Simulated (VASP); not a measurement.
Here is a VASP 6.6.1 calculation.

The input INCAR:

```
PREC = Accurate
ENCUT = 520
EDIFF = 1E-6
ISMEAR = 0
SIGMA = 0.1
LREAL = False
LASPH = True
NELM = 80
ALGO = Normal
ISIF = 2
LWAVE = False
LCHARG = False
GGA = RP
IVDW = 12
NBANDS = 11
```

KPOINTS

```
Automatic mesh
0
Gamma
  10 10 10
```

Contents of POSCAR:

```
BAs
1.0
    0.0000000000      2.6067919012      2.6067919012
    2.6067919012      0.0000000000      2.6067919012
    2.6067919012      2.6067919012      0.0000000000
As B
1 1
Direct
    0.7500000000      0.7500000000      0.7500000000
    0.0000000000      0.0000000000      0.0000000000
```

Potentials or basis: VASP PAW PBE potentials, release 64 (As, B).

Run with:

```sh
$ cat potpaw_PBE.64/As/POTCAR potpaw_PBE.64/B/POTCAR > POTCAR
$ mpirun -np 1 vasp_std > vasp.out
```

Estimate the pressure.

-26.3 GPa.

Estimate the dispersion energy per atom.

-0.902 eV.

Caveat: three body term missing; the PAW data sets were made with another functional, which shifts forces and pressure a little.
